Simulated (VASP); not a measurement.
# Fe (Fmmm) in VASP: further runs, part 2 of 2

VASP 6.6.1. Earlier steps stand in the parts before.

## Step 6: Single point, PBE0, collinear spin, ferromagnetic start

This run uses another cell than the first one, of 11.66 Å³/atom.

The input, POSCAR:

```
Fe
1.0
    0.0000000000      1.9545992686      1.9781194830
    1.5083634409      0.0000000000      1.9781194830
    1.5083634409      1.9545992686      0.0000000000
Fe
1
Direct
    0.0000000000      0.0000000000      0.0000000000
```

The input, INCAR.step1:

```
PREC = Accurate
ENCUT = 520
EDIFF = 1E-5
ISMEAR = -1
SIGMA = 0.05
LREAL = False
LASPH = True
NELM = 200
ALGO = Normal
ISIF = 2
LWAVE = True
LCHARG = False
ISPIN = 2
MAGMOM = 3
LORBIT = 11
LMAXMIX = 4
GGA = PE
NBANDS = 14
GGA_COMPAT = False
```

The input, INCAR.step2:

```
PREC = Accurate
ENCUT = 520
EDIFF = 1E-6
ISMEAR = -1
SIGMA = 0.05
LREAL = False
LASPH = True
NELM = 200
ALGO = Normal
ISIF = 2
LWAVE = False
LCHARG = False
ISPIN = 2
MAGMOM = 3
LORBIT = 11
LMAXMIX = 4
GGA = PE
LHFCALC = True
AEXX = 0.25
PRECFOCK = Normal
ISTART = 1
NBANDS = 14
GGA_COMPAT = False
```

The input, KPOINTS:

```
regular mesh
0
Gamma
  6 6 6
```

Potentials or basis: VASP PAW PBE potentials, release 64 (Fe).

On the command line:

```bash
$ cat potpaw_PBE.64/Fe/POTCAR > POTCAR
$ cp INCAR.step1 INCAR
$ mpirun -np 1 vasp_std > vasp.out
$ cp INCAR.step2 INCAR
$ mpirun -np 1 vasp_std > vasp.out
```

OUTCAR:

```text
PREC = Accurate
   ENCUT = 520
   EDIFF = 1E-6
   ISMEAR = -1
   LREAL = False
   LASPH = True
   NELM = 200
   ISIF = 2
   ISPIN = 2
   LORBIT = 11
   GGA = PE
   LHFCALC = True
   AEXX = 0.25
   PRECFOCK = Normal
   ISTART = 1

 ion  position               nearest neighbor table
   1  0.000  0.000  0.000-

  LATTYP: Found a face centered orthorhombic cell.
 ALAT       =     3.0167268818
 B/A-ratio  =     1.2958410524
[... 1037 lines left out ...]
  --------------------------------------------------------------------------------------
  -------------------------------------------------------------------------------------
  Total        0.4203018      0.3503390      0.8400703      0.0000000      0.0000000      0.0000000
  in kB       57.7331997     48.1230076    115.3931359      0.0000000      0.0000000      0.0000000
  external PRESSURE =      73.7497811 kB  Pullay stress =       0.0000000 kB

 VOLUME and BASIS-vectors are now :
 -----------------------------------------------------------------------------
  energy-cutoff  :      520.00
  volume of cell :       11.66
      direct lattice vectors                 reciprocal lattice vectors
     0.000000000  1.954599269  1.978119483    -0.331485096  0.255806910  0.252765318
     1.508363441  0.000000000  1.978119483     0.331485096 -0.255806910  0.252765318
     1.508363441  1.954599269  0.000000000     0.331485096  0.255806910 -0.252765318

 POSITION                                       TOTAL-FORCE (eV/Angst)
 -----------------------------------------------------------------------------------
      0.00000      0.00000      0.00000        -0.000000      0.000000      0.000000
 -----------------------------------------------------------------------------------
    total drift:                               -0.000000      0.000000      0.000000

  FREE ENERGIE OF THE ION-ELECTRON SYSTEM (eV)
  ---------------------------------------------------
  free  energy   TOTEN  =       -12.5979824380 eV

  energy  without entropy=      -12.5970973288  energy(sigma->0) =      -12.59753988

 total charge

# of ion       s       p       d       tot
------------------------------------------
    1        0.495   0.546   6.210   7.251

 magnetization (x)

# of ion       s       p       d       tot
------------------------------------------
    1       -0.037  -0.166   2.997   2.793
```

OSZICAR.step1:

```text
N       E                     dE             d eps       ncg     rms          rms(c)
DAV:   1     0.221361453975E+02    0.22136E+02   -0.38175E+03  2804   0.691E+02
DAV:   2    -0.816874967647E+01   -0.30305E+02   -0.27831E+02  2804   0.129E+02
DAV:   3    -0.915327652489E+01   -0.98453E+00   -0.97627E+00  3112   0.241E+01
DAV:   4    -0.915640490762E+01   -0.31284E-02   -0.31281E-02  3038   0.122E+00
DAV:   5    -0.915641950138E+01   -0.14594E-04   -0.14594E-04  3152   0.869E-02    0.111E+01
DAV:   6    -0.834546659191E+01    0.81095E+00   -0.10244E+01  3194   0.368E+01    0.592E+00
DAV:   7    -0.826790311674E+01    0.77563E-01   -0.68627E-01  3170   0.921E+00    0.339E+00
DAV:   8    -0.826269124062E+01    0.52119E-02   -0.57518E-03  2828   0.493E-01    0.141E+00
DAV:   9    -0.825551931886E+01    0.71719E-02   -0.55245E-03  3470   0.381E-01    0.302E-01
DAV:  10    -0.825548904977E+01    0.30269E-04   -0.11705E-03  2986   0.206E-01    0.877E-02
DAV:  11    -0.825553391441E+01   -0.44865E-04   -0.50353E-05  2846   0.640E-02    0.367E-02
DAV:  12    -0.825553392623E+01   -0.11822E-07   -0.24392E-06  1810   0.171E-02
   1 F= -.82555339E+01 E0= -.82534677E+01  d E =-.413245E-02  mag=     2.2716
```

Run time: 61 min. Hardware: 1 thread of Intel Xeon Platinum 8375C at 2.90GHz (Ice Lake), shared host; peak memory 0.15 GiB.

Results:

```yaml
Free_energy: -12.5980 eV
Pressure: 7.4 GPa
Net_moment: 2.73 μB per cell
Site_moments: Fe +2.79 μB
Valence_electrons_inside_the_program's_atomic_spheres: Fe 7.25
```

Levels at points of the mesh, in eV from the Fermi level:
Spin up:
```
           k point  band 1  band 2  band 3  band 4  band 5  band 6  band 7  band 8  band 9  band 10
(0.00, 0.00, 0.00)   -9.65   -5.21   -5.11   -4.92   -4.19   -3.76   25.47   26.88   27.17    31.08
(0.50, 0.00, 0.00)   -7.23   -5.94   -4.16   -3.59   -2.40    0.95    7.58   20.44   22.47    25.43
(0.50, 0.50, 0.00)   -7.36   -6.31   -3.56   -3.52   -2.36    1.52    8.35   18.78   20.00    23.85
(0.50, 0.00, 0.50)   -7.35   -6.46   -3.63   -3.57   -2.08    1.81    8.60   18.53   19.85    23.53
(0.00, 0.50, 0.50)   -7.43   -7.32   -2.90   -2.72   -2.41    9.06   12.14   12.24   15.52    17.59
```
Spin down:
```csv
k point,band 1,band 2,band 3,band 4,band 5,band 6,band 7,band 8
"(0.00, 0.00, 0.00)",-10.25,-0.42,1.54,2.27,3.85,4.81,24.54,26.17
"(0.50, 0.00, 0.00)",-4.42,-1.03,-0.77,3.69,4.65,5.09,10.36,19.82
"(0.50, 0.50, 0.00)",-4.25,-2.55,0.61,4.72,4.87,5.16,11.14,18.44
"(0.50, 0.00, 0.50)",-4.03,-2.05,0.94,4.57,4.64,4.68,11.51,18.13
"(0.00, 0.50, 0.50)",-3.24,-3.13,4.43,4.82,4.96,8.88,12.15,12.19
```

Caveat: the k points lie up to 0.51 Å⁻¹ apart; the PAW data sets were made with another functional, which shifts forces and pressure a little.

## Step 7: Summary

```csv
task,level,potentials or basis,cell,k mesh,cutoff (eV),smearing,grid for exact exchange (PRECFOCK),share of exact exchange,screening parameter,gap on the mesh (eV),pressure (GPa),moment (μB)
single point,LDA,"VASP PAW LDA potentials, release 64 (Fe_sv)","a = 2.744, b = 2.455, c = 2.436 Å, angles 68.3, 56.2, 55.6°, 1 atom",13 × 13 × 13,600,fermi-dirac 0.05 eV,-,-,-,none,-19.7,2.06
single point,PBEsol-based screened hybrid with 25 % exact exchange,"VASP PAW PBE potentials, release 64 (Fe)","a = 2.763, b = 2.471, c = 2.453 Å, angles 68.3, 56.2, 55.6°, 1 atom",7 × 7 × 7,520,fermi-dirac 0.05 eV,Normal,0.25,0.207 1/Å,none,9.7,2.87
single point,PBE,"VASP PAW PBE potentials, release 64 (Fe)","a = 2.763, b = 2.471, c = 2.453 Å, angles 68.3, 56.2, 55.6°, 1 atom",13 × 13 × 13,520,gaussian 0.011 eV,-,-,-,none,-1.4,2.19
relaxation of cell and atoms,PBE,"VASP PAW PBE potentials, release 64 (Fe)","relaxed from a = 2.763, b = 2.471, c = 2.453 Å, angles 68.3, 56.2, 55.6°, 1 atom",13 × 13 × 13,600,fermi-dirac 0.05 eV,-,-,-,none,0.0,2.13
single point,PBE0,"VASP PAW PBE potentials, release 64 (Fe)","a = 2.781, b = 2.488, c = 2.469 Å, angles 68.3, 56.2, 55.6°, 1 atom",6 × 6 × 6,520,fermi-dirac 0.05 eV,Normal,0.25,-,none,7.4,2.73
```

Alike in all rows: spin collinear, ferromagnetic start.

Caveats: some runs use coarse meshes; the PAW data sets were made with another functional, which shifts forces and pressure a little (at least some runs); the cell stands under tension (at least some runs).

Total energies depend on the potentials used, so only differences within one code and one set of settings carry meaning.
